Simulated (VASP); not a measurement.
# Na4Ru (Pm-3m) in VASP: a series of runs, part 2 of 2

VASP 6.6.1. Earlier steps stand in the parts before.

## Step 3: Single point, PBE, collinear spin, ferromagnetic start

This run uses another cell than the first one, of 31.88 Å³/atom.

Input file INCAR:

```
PREC = Accurate ; ENCUT = 520
EDIFF = 1E-6 ; ISMEAR = 0
SIGMA = 0.1 ; LREAL = False
LASPH = True ; NELM = 150
ALGO = Normal ; ISIF = 2
LWAVE = False ; LCHARG = True
ISPIN = 2 ; MAGMOM = 0 0 0 0 2.21
LORBIT = 11 ; LMAXMIX = 4
GGA = PE ; LELF = True
LVHAR = True ; NBANDS = 33
```

Input file KPOINTS:

```
regular mesh
0
Gamma
  8 8 8
```

Input file POSCAR:

```
Na4Ru
1.0
    5.4223045949      0.0000000000      0.0000000000
    0.0000000000      5.4223045949      0.0000000000
    0.0000000000      0.0000000000      5.4223045949
Na Ru
4 1
Direct
    0.0000000000      0.5000000000      0.5000000000
    0.5000000000      0.0000000000      0.5000000000
    0.5000000000      0.5000000000      0.0000000000
    0.5000000000      0.5000000000      0.5000000000
    0.0000000000      0.0000000000      0.0000000000
```

Potentials or basis: VASP PAW PBE potentials, release 64 (Na_pv, Ru_pv).

Command:

```sh
cat potpaw_PBE.64/Na_pv/POTCAR potpaw_PBE.64/Ru_pv/POTCAR > POTCAR
mpirun -np 1 vasp_std > vasp.out
```

OUTCAR:

```text
PREC = Accurate
   ENCUT = 520
   EDIFF = 1E-6
   ISMEAR = 0
   LREAL = False
   LASPH = True
   NELM = 150
   ISIF = 2
   ISPIN = 2
   LORBIT = 11
   GGA = PE

 ion  position               nearest neighbor table
   1  0.000  0.500  0.500-   4 2.71   4 2.71
   2  0.500  0.000  0.500-   4 2.71   4 2.71
   3  0.500  0.500  0.000-   4 2.71   4 2.71
   4  0.500  0.500  0.500-   1 2.71   2 2.71   3 2.71   3 2.71   2 2.71   1 2.71
   5  0.000  0.000  0.000-

  LATTYP: Found a simple cubic cell.
 ALAT       =     5.4223045949

  Lattice vectors:

 A1 = (   5.4223045949,   0.0000000000,   0.0000000000)
 A2 = (   0.0000000000,   5.4223045949,   0.0000000000)
 A3 = (   0.0000000000,   0.0000000000,   5.4223045949)

Analysis of symmetry for initial positions (statically):
=====================================================================
 Subroutine PRICEL returns:
 Original cell was already a primitive cell.

 Routine SETGRP: Setting up the symmetry group for a
 simple cubic supercell.

 Subroutine GETGRP returns: Found 48 space group operations
 (whereof 48 operations were pure point group operations)
 out of a pool of 48 trial point group operations.

The static configuration has the point symmetry O_h .

Analysis of symmetry for dynamics (positions and initial velocities):
=====================================================================
 Subroutine PRICEL returns:
 Original cell was already a primitive cell.

 Routine SETGRP: Setting up the symmetry group for a
 simple cubic supercell.

 Subroutine GETGRP returns: Found 48 space group operations
 (whereof 48 operations were pure point group operations)
 out of a pool of 48 trial point group operations.

The dynamic configuration has the point symmetry O_h .

Analysis of structural, dynamic, and magnetic symmetry:
=====================================================================
 Subroutine PRICEL returns:
[... 159 lines left out ...]
  free energy    TOTEN  =        -8.54763692 eV

  energy without entropy =       -8.52940128  energy(sigma->0) =       -8.53851910

 E-fermi :   1.0585     XC(G=0):  -7.3327

 val. band max:        1.0311971115   @ k =   0.3750   0.2500   0.2500
 cond. band min:       1.0635026297   @ k =   0.3750   0.3750   0.1250
 fundamental gap:      0.0323055182
 Fermi energy:         1.0585263789

 spin component 1

 k-point     1 :       0.0000    0.0000    0.0000
  band No.  band energies     occupation
      1     -41.4464      1.00000
      2     -41.4463      1.00000
      3     -41.4463      1.00000
      4     -24.9080      1.00000
      5     -24.9080      1.00000
      6     -24.9080      1.00000
[... 853 lines left out ...]
     32       7.5818      0.00000
     33       8.6102      0.00000

 [... further k-points ...]

 spin component 2

 k-point     1 :       0.0000    0.0000    0.0000
  band No.  band energies     occupation
      1     -39.8221      1.00000
      2     -39.8221      1.00000
      3     -39.8219      1.00000
      4     -24.9085      1.00000
      5     -24.9085      1.00000
      6     -24.9085      1.00000
[... 853 lines left out ...]
     32       7.7702      0.00000
     33       8.4867      0.00000

 [... further k-points ...]
[... 5 lines left out ...]
  --------------------------------------------------------------------------------------
  -------------------------------------------------------------------------------------
  Total        0.0115341      0.0115341      0.0115341     -0.0000000     -0.0000000      0.0000000
  in kB        0.1159154      0.1159154      0.1159154     -0.0000000     -0.0000000      0.0000000
  external PRESSURE =       0.1159154 kB  Pullay stress =       0.0000000 kB

 VOLUME and BASIS-vectors are now :
 -----------------------------------------------------------------------------
  energy-cutoff  :      520.00
  volume of cell :      159.42
      direct lattice vectors                 reciprocal lattice vectors
     5.422304595  0.000000000  0.000000000     0.184423428  0.000000000  0.000000000
     0.000000000  5.422304595  0.000000000     0.000000000  0.184423428  0.000000000
     0.000000000  0.000000000  5.422304595     0.000000000  0.000000000  0.184423428

 POSITION                                       TOTAL-FORCE (eV/Angst)
 -----------------------------------------------------------------------------------
      0.00000      2.71115      2.71115         0.000000      0.000000      0.000000
      2.71115      0.00000      2.71115         0.000000      0.000000      0.000000
      2.71115      2.71115      0.00000         0.000000      0.000000      0.000000
      2.71115      2.71115      2.71115         0.000000      0.000000      0.000000
      0.00000      0.00000      0.00000         0.000000      0.000000      0.000000
 -----------------------------------------------------------------------------------
    total drift:                               -0.000000      0.000000     -0.000000

  FREE ENERGIE OF THE ION-ELECTRON SYSTEM (eV)
  ---------------------------------------------------
  free  energy   TOTEN  =        -8.5476369236 eV

  energy  without entropy=       -8.5294012817  energy(sigma->0) =       -8.53851910

 total charge

# of ion       s       p       d       tot
------------------------------------------
    1        0.102   5.971   0.000   6.073
    2        0.102   5.971   0.000   6.073
    3        0.102   5.971   0.000   6.073
    4        0.174   5.973   0.000   6.148
    5        0.253   5.991   5.995  12.239
--------------------------------------------------
tot          0.734  29.876   5.995  36.605

 magnetization (x)

# of ion       s       p       d       tot
------------------------------------------
    1       -0.010  -0.002   0.000  -0.012
    2       -0.010  -0.002   0.000  -0.012
    3       -0.010  -0.002   0.000  -0.012
    4        0.015  -0.009   0.000   0.006
    5        0.054   0.005   2.104   2.162
--------------------------------------------------
tot          0.040  -0.012   2.104   2.132
```

OSZICAR:

```text
N       E                     dE             d eps       ncg     rms          rms(c)
DAV:   1     0.420508564015E+03    0.42051E+03   -0.21883E+04  4932   0.129E+03
DAV:   2     0.170037682311E+02   -0.40350E+03   -0.39316E+03  4637   0.395E+02
DAV:   3    -0.783418531565E+01   -0.24838E+02   -0.24174E+02  5567   0.114E+02
[... 12 lines left out ...]
DAV:  16    -0.854669205327E+01   -0.42712E-03   -0.23836E-04  5021   0.678E-02    0.172E-01
DAV:  17    -0.854750897904E+01   -0.81693E-03   -0.11952E-03  4729   0.106E-01    0.675E-02
DAV:  18    -0.854758963533E+01   -0.80656E-04   -0.83734E-05  5210   0.286E-02    0.407E-02
DAV:  19    -0.854763222541E+01   -0.42590E-04   -0.70971E-05  4833   0.247E-02    0.138E-02
DAV:  20    -0.854763620759E+01   -0.39822E-05   -0.69021E-06  5162   0.862E-03    0.653E-03
DAV:  21    -0.854763692363E+01   -0.71604E-06   -0.16153E-06  3268   0.426E-03
   1 F= -.85476369E+01 E0= -.85385191E+01  d E =-.182356E-01  mag=     2.2365
```

Run time: 2.7 min. Hardware: 1 thread of Intel Xeon 6975P-C (Granite Rapids), shared host; peak memory 0.44 GiB.

What came out:

* Free energy: -8.5476 eV
* Pressure: 0.0 GPa
* Net moment: 2.24 μB per cell
* Site moments: Na -0.01, +0.01 (each value once); Ru +2.16 μB
* Valence electrons inside the program's atomic spheres: Na 6.07, 6.15 (each value once); Ru 12.24

## Step 4: Single point, PBE, collinear spin, ferromagnetic start

This run uses another cell than the first one, of 31.88 Å³/atom.

Input file INCAR:

```
SYSTEM = Na4Ru
  PREC = Accurate
  ENCUT = 520
  EDIFF = 1E-6
  ISMEAR = 0
  SIGMA = 0.1
  LREAL = .False.
  LASPH = .True.
  NELM = 150
  ALGO = Normal
  ISIF = 2
  LWAVE = .False.
  LCHARG = .False.
  ISPIN = 2
  MAGMOM = 0 0 0 0 2.63
  LORBIT = 11
  LMAXMIX = 4
  GGA = PE
  NBANDS = 33
```

Input file KPOINTS:

```
regular mesh
0
Gamma
  8 8 8
  0 0 0
```

POSCAR is that of step 3.

Potentials or basis: VASP PAW PBE potentials, release 64 (Na_pv, Ru_pv).

Command:

```sh
cat potpaw_PBE.64/Na_pv/POTCAR potpaw_PBE.64/Ru_pv/POTCAR > POTCAR
mpirun -np 1 vasp_std > vasp.out
```

OUTCAR:

```text
SYSTEM = Na4Ru
   PREC = Accurate
   ENCUT = 520
   EDIFF = 1E-6
   ISMEAR = 0
   LREAL = .False.
   LASPH = .True.
   NELM = 150
   ISIF = 2
   ISPIN = 2
   LORBIT = 11
   GGA = PE

 ion  position               nearest neighbor table
   1  0.000  0.500  0.500-   4 2.71   4 2.71
   2  0.500  0.000  0.500-   4 2.71   4 2.71
   3  0.500  0.500  0.000-   4 2.71   4 2.71
   4  0.500  0.500  0.500-   1 2.71   2 2.71   3 2.71   3 2.71   2 2.71   1 2.71
   5  0.000  0.000  0.000-

  LATTYP: Found a simple cubic cell.
 ALAT       =     5.4223045949

  Lattice vectors:

 A1 = (   5.4223045949,   0.0000000000,   0.0000000000)
 A2 = (   0.0000000000,   5.4223045949,   0.0000000000)
 A3 = (   0.0000000000,   0.0000000000,   5.4223045949)

Analysis of symmetry for initial positions (statically):
=====================================================================
 Subroutine PRICEL returns:
 Original cell was already a primitive cell.

 Routine SETGRP: Setting up the symmetry group for a
 simple cubic supercell.

 Subroutine GETGRP returns: Found 48 space group operations
 (whereof 48 operations were pure point group operations)
 out of a pool of 48 trial point group operations.

The static configuration has the point symmetry O_h .

Analysis of symmetry for dynamics (positions and initial velocities):
=====================================================================
 Subroutine PRICEL returns:
 Original cell was already a primitive cell.

 Routine SETGRP: Setting up the symmetry group for a
 simple cubic supercell.

 Subroutine GETGRP returns: Found 48 space group operations
 (whereof 48 operations were pure point group operations)
 out of a pool of 48 trial point group operations.

The dynamic configuration has the point symmetry O_h .
[... 160 lines left out ...]
  ---------------------------------------------------
  ext. energy  EPLUGINS =         0.00000000
  ---------------------------------------------------
  free energy    TOTEN  =        -8.54763696 eV

  energy without entropy =       -8.52941102  energy(sigma->0) =       -8.53852399

 E-fermi :   1.0586     XC(G=0):  -7.3326

 val. band max:        1.0312081473   @ k =   0.3750   0.2500   0.2500
 cond. band min:       1.0635426609   @ k =   0.3750   0.3750   0.1250
 fundamental gap:      0.0323345136
 Fermi energy:         1.0585589350

 spin component 1

 k-point     1 :       0.0000    0.0000    0.0000
  band No.  band energies     occupation
      1     -41.4462      1.00000
      2     -41.4462      1.00000
      3     -41.4462      1.00000
      4     -24.9081      1.00000
      5     -24.9081      1.00000
      6     -24.9081      1.00000
[... 853 lines left out ...]
     32       7.5818      0.00000
     33       8.6102      0.00000

 [... further k-points ...]

 spin component 2

 k-point     1 :       0.0000    0.0000    0.0000
  band No.  band energies     occupation
      1     -39.8220      1.00000
      2     -39.8220      1.00000
      3     -39.8218      1.00000
      4     -24.9086      1.00000
      5     -24.9086      1.00000
      6     -24.9086      1.00000
[... 853 lines left out ...]
     32       7.7702      0.00000
     33       8.4867      0.00000

 [... further k-points ...]
[... 5 lines left out ...]
  --------------------------------------------------------------------------------------
  -------------------------------------------------------------------------------------
  Total        0.0112084      0.0112084      0.0112084      0.0000000      0.0000000     -0.0000000
  in kB        0.1126427      0.1126427      0.1126427      0.0000000      0.0000000     -0.0000000
  external PRESSURE =       0.1126427 kB  Pullay stress =       0.0000000 kB

 VOLUME and BASIS-vectors are now :
 -----------------------------------------------------------------------------
  energy-cutoff  :      520.00
  volume of cell :      159.42
      direct lattice vectors                 reciprocal lattice vectors
     5.422304595  0.000000000  0.000000000     0.184423428  0.000000000  0.000000000
     0.000000000  5.422304595  0.000000000     0.000000000  0.184423428  0.000000000
     0.000000000  0.000000000  5.422304595     0.000000000  0.000000000  0.184423428

 POSITION                                       TOTAL-FORCE (eV/Angst)
 -----------------------------------------------------------------------------------
      0.00000      2.71115      2.71115         0.000000      0.000000      0.000000
      2.71115      0.00000      2.71115         0.000000      0.000000      0.000000
      2.71115      2.71115      0.00000         0.000000      0.000000      0.000000
      2.71115      2.71115      2.71115         0.000000      0.000000      0.000000
      0.00000      0.00000      0.00000         0.000000      0.000000      0.000000
 -----------------------------------------------------------------------------------
    total drift:                               -0.000000      0.000000     -0.000000

  FREE ENERGIE OF THE ION-ELECTRON SYSTEM (eV)
  ---------------------------------------------------
  free  energy   TOTEN  =        -8.5476369601 eV

  energy  without entropy=       -8.5294110204  energy(sigma->0) =       -8.53852399

 total charge

# of ion       s       p       d       tot
------------------------------------------
    1        0.102   5.971   0.000   6.073
    2        0.102   5.971   0.000   6.073
    3        0.102   5.971   0.000   6.073
    4        0.174   5.973   0.000   6.148
    5        0.253   5.991   5.995  12.239
--------------------------------------------------
tot          0.734  29.876   5.995  36.605

 magnetization (x)

# of ion       s       p       d       tot
------------------------------------------
    1       -0.010  -0.002   0.000  -0.012
    2       -0.010  -0.002   0.000  -0.012
    3       -0.010  -0.002   0.000  -0.012
    4        0.015  -0.009   0.000   0.006
    5        0.054   0.005   2.104   2.162
--------------------------------------------------
tot          0.040  -0.012   2.104   2.132
```

stdout:

```text
POSCAR found type information on POSCAR NaRu
 POSCAR found :  2 types and       5 ions
 scaLAPACK will be used
 LDA part: xc-table for (Slater+PW92), standard interpolation
 POSCAR, INCAR and KPOINTS ok, starting setup
 FFT: planning ... GRIDC
 FFT: planning ... GRID_SOFT
 FFT: planning ... GRID
 WAVECAR not read
 entering main loop
```

Run time: 2.9 min. Hardware: 1 thread of Intel Xeon 6975P-C (Granite Rapids), shared host; peak memory 0.45 GiB.

Results:

* Free energy: -8.5476 eV
* Pressure: 0.0 GPa
* Net moment: 2.24 μB per cell
* Site moments: Na -0.01, +0.01 (each value once); Ru +2.16 μB
* Valence electrons inside the program's atomic spheres: Na 6.07, 6.15 (each value once); Ru 12.24

Levels at points of the mesh, in eV from the Fermi level:
Spin up:
| k point | band 18 | band 19 | band 20 | band 21 | band 22 | band 23 | band 24 | band 25 | band 26 | band 27 |
| --- | --- | --- | --- | --- | --- | --- | --- | --- | --- | --- |
| (0.00, 0.00, 0.00) | -1.84 | -1.14 | -1.14 | -1.14 | 1.14 | 1.40 | 1.40 | 1.40 | 3.21 | 3.21 |
| (0.50, 0.00, 0.00) | -1.81 | -1.51 | -1.24 | -1.24 | -1.13 | 2.71 | 2.71 | 2.78 | 2.78 | 2.92 |
| (0.50, 0.50, 0.00) | -1.60 | -1.21 | -1.21 | -1.02 | -0.60 | -0.60 | -0.30 | 3.11 | 3.89 | 4.55 |
| (0.50, 0.50, 0.50) | -1.45 | -1.45 | -1.45 | -0.28 | -0.19 | 0.66 | 0.66 | 0.66 | 1.25 | 1.25 |
Spin down:
| k point | band 17 | band 18 | band 19 | band 20 | band 21 | band 22 | band 23 | band 24 |
| --- | --- | --- | --- | --- | --- | --- | --- | --- |
| (0.00, 0.00, 0.00) | -0.11 | -0.11 | -0.11 | 0.15 | 0.15 | 1.33 | 1.33 | 1.33 |
| (0.50, 0.00, 0.00) | -2.07 | -0.29 | -0.29 | -0.09 | 0.28 | 0.70 | 2.75 | 2.75 |
| (0.50, 0.50, 0.00) | -0.90 | -0.66 | -0.66 | -0.22 | -0.22 | 0.40 | 0.66 | 0.73 |
| (0.50, 0.50, 0.50) | -0.74 | -0.74 | -0.27 | 0.35 | 0.71 | 0.71 | 0.71 | 0.73 |
